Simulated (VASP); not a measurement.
Wanted: the native input for a VASP 6.6.1 run.

```yaml
Task: single point
Functional: r2SCAN
Potentials_or_basis: VASP PAW PBE potentials, release 64 (C, Ca_sv)
Cutoff: 520 eV
k_mesh: 6 × 6 × 6
Occupations: gaussian, width 0.01 eV
Spin: no spin polarisation
Dipole_correction: no
Further_INCAR_settings: ALGO = Normal; EDIFF = 1e-06; NBANDS = 19
```

The system is Ca2C.

```
CELL_PARAMETERS angstrom
0.00000 3.18994 3.18994
3.18994 0.00000 3.18994
3.18994 3.18994 0.00000
ATOMIC_POSITIONS crystal
C 0.00000 0.00000 0.00000
Ca 0.25000 0.25000 0.25000
Ca 0.75000 0.75000 0.75000
```

One way to write it, as run:

POSCAR

```
Ca2C
1.0
    0.0000000000      3.1899406759      3.1899406759
    3.1899406759      0.0000000000      3.1899406759
    3.1899406759      3.1899406759      0.0000000000
C Ca
1 2
Direct
    0.0000000000      0.0000000000      0.0000000000
    0.2500000000      0.2500000000      0.2500000000
    0.7500000000      0.7500000000      0.7500000000
```

INCAR.step1

```
  PREC = Accurate
  ENCUT = 520
  ISMEAR = 0
  SIGMA = 0.01
  LREAL = False
  LASPH = True
  NELM = 100
  NBANDS = 19
  GGA = PE
  ALGO = Normal
  EDIFF = 1E-4
  LWAVE = True
  LCHARG = False
```

INCAR.step2

```
  PREC = Accurate
  ENCUT = 520
  EDIFF = 1E-6
  ISMEAR = 0
  SIGMA = 0.01
  LREAL = False
  LASPH = True
  NELM = 100
  ALGO = Normal
  ISIF = 2
  LWAVE = False
  LCHARG = True
  METAGGA = R2SCAN
  LMIXTAU = True
  LELF = True
  LVHAR = True
  NBANDS = 19
  ISTART = 1
```

KPOINTS

```
Automatic mesh
0
Gamma
  6 6 6
```

Potentials or basis: VASP PAW PBE potentials, release 64 (C, Ca_sv).

The run is started by

```sh
$ cat potpaw_PBE.64/C/POTCAR potpaw_PBE.64/Ca_sv/POTCAR > POTCAR
$ cp INCAR.step1 INCAR
$ mpirun -np 1 vasp_std > vasp.out
$ cp INCAR.step2 INCAR
$ mpirun -np 1 vasp_std > vasp.out
```

Results of the run:

```json
{"Pressure": "-2.7 GPa", "Band gap on the k mesh": "0.47 eV"}
```

Caveat: the PAW data sets were made with another functional, which shifts forces and pressure a little.

It took 2.4 min on 1 thread of Intel Xeon 8259CL, with other jobs on the host, peak memory 0.22 GiB.
